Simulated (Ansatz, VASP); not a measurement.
**Two plane-wave programs on ZnSe**

```
CELL_PARAMETERS angstrom
0.00000 2.88875 2.88875
2.88875 0.00000 2.88875
2.88875 2.88875 0.00000
ATOMIC_POSITIONS crystal
Zn 0.00000 0.00000 0.00000
Se 0.25000 0.25000 0.25000
```

Alike in both runs: task relaxation of the atoms; functional r2SCAN; k mesh 8 × 8 × 8; occupations fermi-dirac, width 0.02 eV; no spin polarisation.

```csv
,VASP,Ansatz
version,VASP 6.6.1,Ansatz 0.2.0
potentials or method,"VASP PAW PBE potentials, release 64 (Zn, Se), cutoff 520 eV",PAW plane waves
valence electrons in the cell,18,28
```

|  | VASP | Ansatz | Ansatz less VASP |
| --- | --- | --- | --- |
| gap on the k mesh at the Fermi level, each at its own relaxed structure (eV) | 1.62 | 1.62 | -0.003 |

VASP's potentials were made for PBE, not for r2SCAN. VASP's potentials hold 18 valence electrons a cell and Ansatz's 28, so a difference there can come from the potentials and not from the codes. Ansatz's warnings: stress scf threshold loose.

Noted on VASP's run: the relaxation stopped at its first step, so nothing moved.
